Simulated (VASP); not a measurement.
# Hg2O (P1) in VASP: relaxation of cell and atoms with PBE

Aim: the relaxation of cell and atoms of Hg2O with PBE.

Everything below comes from runs of VASP 6.6.1. Logs are shortened: lines on timing, memory, paths and dates and some standing lists are left out, and cuts for length are marked.

## (1) The cell of the first run

The typed cell holds 3 atoms: a = 3.501 Å, b = 4.619 Å, c = 5.250 Å, α = 65.73°, β = 71.57°, γ = 85.07°.

## (2) Relaxation of cell and atoms, PBE

The input, INCAR:

```
SYSTEM = Hg2O
ALGO = Normal
EDIFF = 1E-7
EDIFFG = -0.08
ENCUT = 600
GGA = PE
IBRION = 2
ISIF = 3
ISMEAR = 0
LASPH = .TRUE.
LCHARG = .FALSE.
LREAL = .FALSE.
LWAVE = .FALSE.
NELM = 100
NSW = 36
PREC = Accurate
SIGMA = 0.15
```

The input, KPOINTS:

```
k-points
0
G
  4 3 3
  0 0 0
```

The input, POSCAR:

```
Hg2O
1.0
    3.5009506000      0.0000000000      0.0000000000
    0.3965358900      4.6016051700      0.0000000000
    1.6593224300      2.0233457700      4.5513476800
Hg O
2 1
Direct
    0.6982352600      0.2940626900      0.4213192900
    0.0408432400      0.5545353500      0.5816102800
    0.2220421500      0.8996873100      0.6187464600
```

Potentials or basis: VASP PAW PBE potentials, release 64 (Hg, O).

On the command line:

```
> cat potpaw_PBE.64/Hg/POTCAR potpaw_PBE.64/O/POTCAR > POTCAR
> mpirun -np 1 vasp_std > vasp.out
```

OUTCAR:

```text
SYSTEM = Hg2O
   EDIFF = 1E-7
   EDIFFG = -0.08
   ENCUT = 600
   GGA = PE
   IBRION = 2
   ISIF = 3
   ISMEAR = 0
   LASPH = .TRUE.
   LREAL = .FALSE.
   NELM = 100
   NSW = 36
   PREC = Accurate

 ion  position               nearest neighbor table
   1  0.698  0.294  0.421-   3 2.25   2 2.30   2 2.57   3 2.61   2 3.37   2 3.86
   2  0.041  0.555  0.582-   3 1.87   1 2.30   1 2.57   1 3.37   1 3.86
   3  0.222  0.900  0.619-   2 1.87   1 2.25   1 2.61

  LATTYP: Found a triclinic cell.
 ALAT       =     3.5009506000
 B/A-ratio  =     2.2994308602
 C/A-ratio  =     1.4995803258
 COS(alpha) =     0.0390361753
 COS(beta)  =     0.3160640255
 COS(gamma) =     0.8205225158

  Lattice vectors:

 A1 = (  -3.5009506000,   0.0000000000,   0.0000000000)
 A2 = (  -6.6053653100,   4.6016051700,   0.0000000000)
 A3 = (  -1.6593224300,  -2.0233457700,  -4.5513476800)

Analysis of symmetry for initial positions (statically):
=====================================================================
 Subroutine PRICEL returns:
 Original cell was already a primitive cell.

 Routine SETGRP: Setting up the symmetry group for a
 triclinic supercell.

 Subroutine GETGRP returns: Found  1 space group operations
 (whereof  1 operations were pure point group operations)
 out of a pool of  2 trial point group operations.

The static configuration has the point symmetry C_1 .

Analysis of symmetry for dynamics (positions and initial velocities):
=====================================================================
 Subroutine PRICEL returns:
 Original cell was already a primitive cell.

 Routine SETGRP: Setting up the symmetry group for a
 triclinic supercell.

 Subroutine GETGRP returns: Found  1 space group operations
 (whereof  1 operations were pure point group operations)
 out of a pool of  2 trial point group operations.

The dynamic configuration has the point symmetry C_1 .

 Subroutine INISYM returns: Found  1 space group operations
 (whereof  1 operations are pure point group operations),
 and found     1 'primitive' translations

----------------------------------------------------------------------------------------

                                     Primitive cell

  volume of cell :      73.3222

[... 96 lines left out ...]
   NUPDOWN=      -1.0000    fix difference up-down
   EMIN   =  10.00;   EMAX   =-10.00  energy-range for DOS
   EFERMI =   0.00;   METHOD = LEGACY
   ISMEAR =     0;   SIGMA  =   0.15  broadening in eV -4-tet -1-fermi 0-gaus
   EFERMI_NEDOS =   21; number of points for ismear=-14 and -15
   IALGO  =     38    algorithm
   IMIX   =      4    mixing-type and parameters
     AMIX     =   0.40;   BMIX     =  1.00
     AMIX_MAG =   1.60;   BMIX_MAG =  1.00
  volume/ion in A,a.u.               =      24.44       164.93
  Fermi-wavevector in a.u.,A,eV,Ry     =   1.215356  2.296690 20.097028  1.477090
  Thomas-Fermi vector in A             =   2.350746
   LORBIT       =      0    0 simple, 1 ext, 2 COOP (PROOUT), +10 PAW based schemes
   GGA     = PE    functional components
   LHFCALC =     F    Hartree Fock is set to
   AEXX    =    0.0000 exact exchange contribution
   IVDW    =     0    specifies the selected vdW correction
   LEPSILON=     F    determine dielectric tensor
   LRPA    =     F    only Hartree local field effects (RPA)
 conjugate gradient relaxation of ions
 non-spin polarized calculation
 Gauss-broadening in eV      SIGMA  =   0.15
  energy-cutoff  :      600.00
  volume of cell :       73.32
 maximum number of plane-waves:      2464
   NGX = 13   NGY = 19   NGZ = 21

--------------------------------------- Ionic step        1  -------------------------------------------

 number of electron      29.9999998 magnetization

 Free energy of the ion-electron system (eV)
  ---------------------------------------------------
  ext. energy  EPLUGINS =         0.00000000
  ---------------------------------------------------
  free energy    TOTEN  =        -3.07007717 eV

  energy without entropy =       -3.06959511  energy(sigma->0) =       -3.06983614

------------------------ aborting loop because EDIFF is reached ----------------------------------------

  FORCE on cell =-STRESS in cart. coord.  units (eV):
  Direction    XX          YY          ZZ          XY          YZ          ZX
  --------------------------------------------------------------------------------------
  -------------------------------------------------------------------------------------
  Total       14.1712848     17.9348663      1.1250074      6.8109610      4.8155886      2.0941972
  in kB      309.6595371    391.8982983     24.5827584    148.8276509    105.2263764     45.7607162
  external PRESSURE =     242.0468646 kB  Pullay stress =       0.0000000 kB
[... 92 lines left out ...]
  FREE ENERGIE OF THE ION-ELECTRON SYSTEM (eV)
  ---------------------------------------------------
  free  energy   TOTEN  =        -3.8744500812 eV

  energy  without entropy=       -3.8647687924  energy(sigma->0) =       -3.86960944

 E-fermi :  -0.0683     XC(G=0):  -8.4249

 val. band max:       -0.7640874258   @ k =   0.2500   0.3333   0.0000
 cond. band min:       0.7239505975   @ k =   0.0000  -0.3333   0.3333
 fundamental gap:      1.4880380232
 Fermi energy:        -0.0682612248

 k-point     1 :       0.0000    0.0000    0.0000
  band No.  band energies     occupation
      1     -17.4333      2.00000
      2      -7.8145      2.00000
      3      -7.0524      2.00000
      4      -6.8977      2.00000
      5      -6.6874      2.00000
      6      -6.5273      2.00000
[... 395 lines left out ...]
      6      -6.2946      2.00000
[... 11 lines left out ...]
     18       4.1866      0.00000
     19       7.3795      0.00000

[... ionic steps 4 to 33 ...]

--------------------------------------- Ionic step       34  -------------------------------------------

 number of electron      30.0000002 magnetization

------------------------ aborting loop because EDIFF is reached ----------------------------------------
[... 69 lines left out ...]
--------------------------------------- Ionic step       36  -------------------------------------------

 number of electron      30.0000003 magnetization

 Free energy of the ion-electron system (eV)
  ---------------------------------------------------
  ext. energy  EPLUGINS =         0.00000000
  ---------------------------------------------------
  free energy    TOTEN  =        -5.63372275 eV

  energy without entropy =       -5.63372275  energy(sigma->0) =       -5.63372275

 E-fermi :   0.4304     XC(G=0):  -9.2694

 val. band max:       -0.2590072742   @ k =   0.5000   0.0000   0.3333
 cond. band min:       1.3012641277   @ k =   0.5000   0.0000  -0.0000
 fundamental gap:      1.5602714019
 Fermi energy:         0.4303627269

 k-point     1 :       0.0000    0.0000    0.0000
  band No.  band energies     occupation
      1     -16.7382      2.00000
      2      -6.8853      2.00000
      3      -6.4149      2.00000
      4      -6.2873      2.00000
      5      -6.1789      2.00000
      6      -5.9459      2.00000
[... 437 lines left out ...]
  FREE ENERGIE OF THE ION-ELECTRON SYSTEM (eV)
  ---------------------------------------------------
  free  energy   TOTEN  =        -5.6337227527 eV

  energy  without entropy=       -5.6337227527  energy(sigma->0) =       -5.63372275

 reached required accuracy - stopping structural energy minimisation
```

OSZICAR:

```text
N       E                     dE             d eps       ncg     rms          rms(c)
DAV:   1     0.261964745076E+03    0.26196E+03   -0.16604E+04   722   0.166E+03
DAV:   2     0.951856821984E+01   -0.25245E+03   -0.24144E+03   763   0.393E+02
DAV:   3    -0.605714879302E+01   -0.15576E+02   -0.15408E+02   807   0.972E+01
[... 431 lines left out ...]
DAV:   4    -0.563371913119E+01    0.24358E-04   -0.55079E-04   796   0.238E-01    0.547E-02
DAV:   5    -0.563372003794E+01   -0.90675E-06   -0.32249E-05   751   0.481E-02    0.350E-02
DAV:   6    -0.563372293225E+01   -0.28943E-05   -0.81939E-06   785   0.217E-02    0.513E-03
DAV:   7    -0.563372268857E+01    0.24368E-06   -0.17627E-06   809   0.934E-03    0.160E-03
DAV:   8    -0.563372275271E+01   -0.64146E-07   -0.15194E-07   552   0.335E-03
  36 F= -.56337228E+01 E0= -.56337228E+01  d E =-.151985E-02
```

CONTCAR:

```text
Hg2O
   1.00000000000000
     3.6991128200929633   -0.2940332968389859   -0.3326567841995592
     0.0474124475669081    5.6924658341535226   -0.3376291227852775
     1.1499596427120813    2.3631773471322690    3.1475904436688618
  Hg              O
     2     1
Direct
     0.6868273150102062    0.1920652666424216    0.5393402699499251
     0.0636702621926176    0.6022996393641583    0.5296842712027843
     0.2106230727971742    0.9539204439934165    0.5526514888472867

  0.00000000E+00  0.00000000E+00  0.00000000E+00
  0.00000000E+00  0.00000000E+00  0.00000000E+00
  0.00000000E+00  0.00000000E+00  0.00000000E+00
```

It took 19 min on 1 thread of AMD EPYC 7R13, shared host; peak memory 0.21 GiB.

Results:

```
Free energy                            : -5.6337 eV
Relaxed volume                         : 23.84 Å³/atom
Relaxed cell                           : a = 3.726 Å, b = 5.703 Å, c = 4.101 Å, α = 57.85°, β = 80.54°, γ = 93.74°
Space group after relaxing (to 0.05 Å) : P1 (No. 1)
Energy gained by relaxing              : 854.5 meV/atom
Ionic steps                            : 36
Pressure after relaxing                : 0.0 GPa
Largest force after relaxing           : 0.055 eV/Å
Band gap on the k mesh                 : 1.56 eV, indirect (least direct gap 1.83 eV)
```

Forces on the atoms (eV/Å):
```
Hg   0.009 -0.049 -0.006
Hg  -0.031  0.028 -0.036
O    0.021  0.021  0.042
```

Stress tensor (GPa, compression positive):
```
-0.19 -0.11 -0.12
-0.11  0.21 -0.22
-0.12 -0.22  0.07
```

The path:
```tsv
step	energy change (eV)	largest force (eV/Å)	pressure (GPa)	volume (Å³)
1	0.0000	6.5320	24.20	73.32
2	-0.4476	1.2048	-5.85	116.60
3	-0.8044	1.0510	-5.60	108.66
4	-1.0999	0.9908	-5.28	102.45
5	-1.7140	1.0773	-1.38	87.39
6	-1.6814	1.2416	2.92	82.24
7	-1.7317	1.0948	-0.20	85.62
8	-1.7322	1.1021	0.11	85.21
9	-1.8949	0.8404	-0.49	86.01
10	-2.0547	0.8314	-0.43	87.05
11	-2.1014	2.2900	1.21	88.10
12	-2.1244	1.6138	0.50	87.86
13	-2.2299	0.7147	-1.27	89.22
14	-2.2420	0.6539	-2.00	89.88
15	-2.3017	0.6535	-0.92	87.38
16	-2.3333	0.9570	1.00	83.71
17	-2.3764	0.7567	0.77	82.80
18	-2.4603	0.4065	0.08	80.01
19	-2.3909	1.0655	-0.63	74.10
20	-2.4710	0.5175	-0.26	78.36
21	-2.4828	0.3294	-0.26	77.85
22	-2.4899	0.2793	-0.18	77.01
23	-2.4951	0.2655	-0.08	76.61
24	-2.5079	0.2238	0.20	75.38
25	-2.5196	0.1797	0.75	72.93
26	-2.5257	0.1214	0.06	73.13
27	-2.5269	0.1178	-0.41	73.27
28	-2.5332	0.1629	-0.31	73.03
29	-2.5393	0.3817	-0.11	72.56
30	-2.5493	0.1549	0.11	72.16
31	-2.5521	0.1908	0.33	71.80
32	-2.5575	0.1610	-0.19	71.94
33	-2.5578	0.1873	-0.35	71.98
34	-2.5621	0.1179	0.09	71.49
35	-2.5621	0.1102	0.08	71.50
36	-2.5636	0.0548	0.03	71.53
```

Final structure:
```yaml
crystal:
  lattice:
    - [3.69911, -0.29403, -0.33266]
    - [0.04741, 5.69247, -0.33763]
    - [1.14996, 2.36318, 3.14759]
  atoms:
    - { symbol: Hg, position: [0.68683, 0.19207, 0.53934] }
    - { symbol: Hg, position: [0.06367, 0.60230, 0.52968] }
    - { symbol: O, position: [0.21062, 0.95392, 0.55265] }
```

Caveat: the k points lie up to 0.62 Å⁻¹ apart in the final cell; spin-orbit coupling is left out, which moves the levels of the heavy elements; the relaxation stopped at a loose force limit of 0.08 eV/Å, so its end isn't a converged minimum. Expect the measured gap to be larger: semilocal functionals such as PBE lack the derivative discontinuity.
